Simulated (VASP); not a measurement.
Input of a VASP 6.6.1 run:

File INCAR:

```
ALGO = Normal
EDIFF = 1E-6
ENCUT = 520
ISIF = 2
ISMEAR = 0
LASPH = True
LCHARG = False
LREAL = False
LWAVE = False
NBANDS = 53
NELM = 80
PREC = Accurate
SIGMA = 0.01
```

Contents of KPOINTS:

```
k-points
0
Gamma
  4 4 4
```

POSCAR

```
Rb3BiF6
1.0
    0.0000000000      4.8575280000      4.8575280000
    4.8575280000      0.0000000000      4.8575280000
    4.8575280000      4.8575280000      0.0000000000
Rb Bi F
3 1 6
Direct
    0.7500000000      0.7500000000      0.7500000000
    0.2500000000      0.2500000000      0.2500000000
    0.5000000000      0.5000000000      0.5000000000
    0.0000000000      0.0000000000      0.0000000000
    0.7689230000      0.2310770000      0.2310770000
    0.2310770000      0.2310770000      0.7689230000
    0.2310770000      0.7689230000      0.7689230000
    0.2310770000      0.7689230000      0.2310770000
    0.7689230000      0.2310770000      0.7689230000
    0.7689230000      0.7689230000      0.2310770000
```

Potentials or basis: VASP PAW LDA potentials, release 64 (Rb_sv, Bi_d, F).

Run with:

```console
$ cat potpaw_LDA.64/Rb_sv/POTCAR potpaw_LDA.64/Bi_d/POTCAR potpaw_LDA.64/F/POTCAR > POTCAR
$ mpirun -np 1 vasp_std > vasp.out
```

(1) Predict the pressure.

(2) What does it give for the largest force?

(3) What does it give for the band gap on the k mesh?

Results:

(1) -2.1 GPa.

(2) 0.065 eV/Å.

(3) 4.11 eV (least direct gap 4.39 eV).

Caveat: spin-orbit coupling is left out, which moves the levels of the heavy elements.
